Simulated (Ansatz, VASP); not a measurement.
**One calculation of MgS, two programs**

```
Mg S
1.0
     0.00000    5.66624    5.66624
     5.66624    0.00000    5.66624
     5.66624    5.66624    0.00000
Mg S
8 8
Direct
  0.00000 0.00000 0.00000
  0.00000 0.00000 0.50000
  0.00000 0.50000 0.00000
  0.00000 0.50000 0.50000
  0.50000 0.00000 0.00000
  0.50000 0.00000 0.50000
  0.50000 0.50000 0.00000
  0.50000 0.50000 0.50000
  0.37500 0.37500 0.37500
  0.37500 0.37500 0.87500
  0.37500 0.87500 0.37500
  0.37500 0.87500 0.87500
  0.87500 0.37500 0.37500
  0.87500 0.37500 0.87500
  0.87500 0.87500 0.37500
  0.87500 0.87500 0.87500
```

Alike in both runs: task single point; functional r2SCAN; k mesh 1 × 1 × 1; occupations gaussian, width 0.02 eV; no spin polarisation.

|  | VASP | Ansatz |
| --- | --- | --- |
| version | VASP 6.6.1 | Ansatz 0.2.0 |
| potentials or method | VASP PAW PBE potentials, release 64 (Mg, S), cutoff 660 eV | plane waves, PAW |
| valence electrons in the cell | 64 | 128 |

|  | VASP | Ansatz | Ansatz less VASP |
| --- | --- | --- | --- |
| gap on the k mesh at the Fermi level (eV) | 3.99 | 4.01 | +0.014 |

VASP's potentials were made for PBE, not for r2SCAN. VASP's potentials hold 64 valence electrons a cell and Ansatz's 128, so a difference there can come from the potentials and not from the codes.

The k mesh is coarse, so the values compare programs but aren't converged.
